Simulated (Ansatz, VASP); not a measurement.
Two plane-wave programs on Ta

```xyz
1
Lattice="-1.6017 1.6017 1.6513 1.6017 -1.6017 1.6513 1.6017 1.6017 -1.6513" Properties=species:S:1:pos:R:3 pbc="T T T"
Ta    0.0000    0.0000    0.0000
```

Change from the starting cell: strain -0.0300 x Voigt [1, 1, 0, 0, 0, 0], atoms carried along.

Alike in both runs: task single point; functional LDA; k mesh 20 × 20 × 20; occupations methfessel-paxton of order 1, width 0.02 eV; no spin polarisation.

|  | VASP | Ansatz |
| --- | --- | --- |
| version | VASP 6.6.1 | Ansatz 0.2.0 |
| potentials or method | VASP PAW LDA potentials, release 64 (Ta_sv_GW), cutoff 500 eV | scalar-relativistic, plane waves, PAW |
| valence electrons in the cell | 13 | 13 |

```tsv
	VASP	Ansatz	Ansatz less VASP
gap on the k mesh at the Fermi level (eV)	none	none	-
pressure (GPa)	3.0	3.7	+0.74
traceless stress, the component that is largest in VASP (GPa)	-2.62	-2.65	-0.033
```

LDA's correlation is that of Perdew and Zunger in VASP and of Perdew and Wang (1992) in Ansatz. A gap of «none» marks a metal or a gap that the smearing closes.

Spin-orbit coupling is off throughout.
